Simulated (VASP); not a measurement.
Wanted: the native input for a VASP 6.6.1 run.

| Item | Value |
| --- | --- |
| Task | single point |
| Functional | PBEsol |
| Potentials or basis | VASP PAW PBE potentials, release 64 (Be, S) |
| Cutoff | 600 eV |
| k mesh | 6 × 6 × 6 |
| Occupations | methfessel-paxton, width 0.001 eV |
| Spin | no spin polarisation |
| Dipole correction | no |
| Further INCAR settings | ALGO = Normal; EDIFF = 1e-06; NBANDS = 11 |

The structure of BeS lies in POSCAR:

```
BeS
1.0
    0.0000000000      2.4343066366      2.4343066366
    2.4343066366      0.0000000000      2.4343066366
    2.4343066366      2.4343066366      0.0000000000
Be S
1 1
Direct
    0.0000000000      0.0000000000      0.0000000000
    0.2500000000      0.2500000000      0.2500000000
```

The input as run:

INCAR

```
SYSTEM = BeS
  ALGO = Normal
  EDIFF = 1E-6
  ENCUT = 600
  GGA = PS
  GGA_COMPAT = .False.
  ISIF = 2
  ISMEAR = 1
  LASPH = .True.
  LCHARG = .True.
  LELF = .True.
  LREAL = .False.
  LVHAR = .True.
  LWAVE = .False.
  NBANDS = 11
  NELM = 120
  PREC = Accurate
  SIGMA = 0.001
```

KPOINTS

```
k-points
0
Gamma
  6 6 6
  0 0 0
```

Potentials or basis: VASP PAW PBE potentials, release 64 (Be, S).

Launch:

```bash
$ cat potpaw_PBE.64/Be/POTCAR potpaw_PBE.64/S/POTCAR > POTCAR
$ mpirun -np 1 vasp_std > vasp.out
```

Results of the run:

| Item | Value |
| --- | --- |
| Pressure | -1.6 GPa |
| Band gap on the k mesh | 2.95 eV (least direct gap 5.59 eV) |

Caveat: the PAW data sets were made with another functional, which shifts forces and pressure a little.

It took 4.5 s on 1 thread of AMD EPYC 9R45 (Zen 5), on a shared host, peak memory 0.12 GiB.
